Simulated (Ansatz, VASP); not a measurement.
# Ti2GaS3 in VASP and in Ansatz

```
CELL_PARAMETERS angstrom
3.36807 0.00009 0.00069
-1.68394 2.91738 -0.00185
0.00445 -0.00921 21.08219
ATOMIC_POSITIONS crystal
Ti 0.66710 0.33319 0.32490
Ti 0.66754 0.33543 0.82475
Ti 0.66703 0.33238 0.17521
Ti 0.66753 0.33400 0.67508
Ga 0.99840 0.99993 0.99999
Ga 0.99505 0.99556 0.50003
S 0.00039 0.99930 0.25007
S 0.00099 0.00153 0.74993
S 0.33362 0.66496 0.10502
S 0.33430 0.66701 0.60489
S 0.33372 0.66703 0.39514
S 0.33431 0.66966 0.89498
```

Change from the starting cell: cell x2, atoms moved at random (sigma 0.05 Å) and cell strained at random (1.5 %), then relaxed without symmetry.

Alike in both runs: functional PBE; k mesh 6 × 6 × 1; occupations gaussian, width 0.2 eV; no spin polarisation.

Ansatz relaxed the structure, and its values are those at the end. VASP's run is a single point on that final structure, the one shown.

```csv
,VASP,Ansatz
version,VASP 6.6.1,Ansatz 0.2.0
potentials or method,"VASP PAW PBE potentials, release 64 (Ti_sv, Ga_d, S), cutoff 520 eV","scalar-relativistic, plane waves, PAW"
valence electrons in the cell,110,110
```

```csv
,VASP,Ansatz,Ansatz less VASP
gap on the k mesh at the Fermi level (eV),none,none,-
pressure (GPa),0.0,0.0,-0.02
rms of the force components (eV/Å),0.005,0.005,+0.0002
```

A gap of «none» marks a metal or a gap that the smearing closes. With one functional, cell and mesh, what is left measures potentials, basis and numerics.
